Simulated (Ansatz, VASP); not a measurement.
**TiH2 in VASP and in Ansatz**

```
Ti H
1.0
    -1.59699    1.59699    2.13641
     1.59699   -1.59699    2.13641
     1.59699    1.59699   -2.13641
Ti H
1 2
Cartesian
  0.0000 0.0000 0.0000
  0.0000 1.5970 1.0682
  1.5970 0.0000 1.0682
```

Alike in both runs: functional r2SCAN; k mesh 13 × 13 × 13; occupations fermi-dirac, width 0.1 eV; no spin polarisation.

Ansatz relaxed the structure, and its values are those at the end. VASP's run is a single point on that final structure, the one shown.

|  | VASP | Ansatz |
| --- | --- | --- |
| version | VASP 6.6.1 | Ansatz 0.2.0 |
| potentials or method | VASP PAW PBE potentials, release 64 (Ti_sv, H), cutoff 520 eV | PAW plane waves |
| valence electrons in the cell | 14 | 14 |

|  | VASP | Ansatz | Ansatz less VASP |
| --- | --- | --- | --- |
| pressure (GPa) | -2.5 | -2.8 | -0.39 |

VASP's potentials were made for PBE, not for r2SCAN. Ansatz's warnings: stress scf threshold loose.
